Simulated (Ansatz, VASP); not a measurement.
**One calculation of AlN, two programs**

```xyz
4
Lattice="3.1110 0.0000 0.0000 -1.5555 2.6942 0.0000 0.0000 0.0000 4.9780" Properties=species:S:1:pos:R:3 pbc="T T T"
Al    0.0000    1.7361    0.0000
Al    1.5555    0.9581    2.4890
N     0.0000    1.8487    1.9165
N     1.5555    0.8455    4.4055
```

Change from the starting cell: mode 4 (252.6 1/cm) frozen in, largest displacement -0.060 Å.

Alike in both runs: task single point; functional r2SCAN; k mesh 12 × 12 × 6; occupations gaussian, width 0.05 eV; no spin polarisation.

```csv
,VASP,Ansatz
version,VASP 6.6.1,Ansatz 0.2.0
potentials or method,"VASP PAW PBE potentials, release 64 (Al, N), cutoff 520 eV","scalar-relativistic, plane waves, PAW"
valence electrons in the cell,16,16
```

|  | VASP | Ansatz | Ansatz less VASP |
| --- | --- | --- | --- |
| gap on the k mesh at the Fermi level (eV) | 4.80 | 4.76 | -0.040 |
| least direct gap on the mesh (eV) | 4.80 | 4.76 | -0.040 |
| pressure (GPa) | -1.1 | -0.7 | +0.40 |
| traceless stress, the component that is largest in VASP (GPa) | -0.88 | -0.87 | +0.013 |
| rms of the force components (eV/Å) | 0.208 | 0.206 | -0.0015 |

VASP's potentials were made for PBE, not for r2SCAN. Atom by atom the forces differ by 0.002 eV/Å (rms over components).
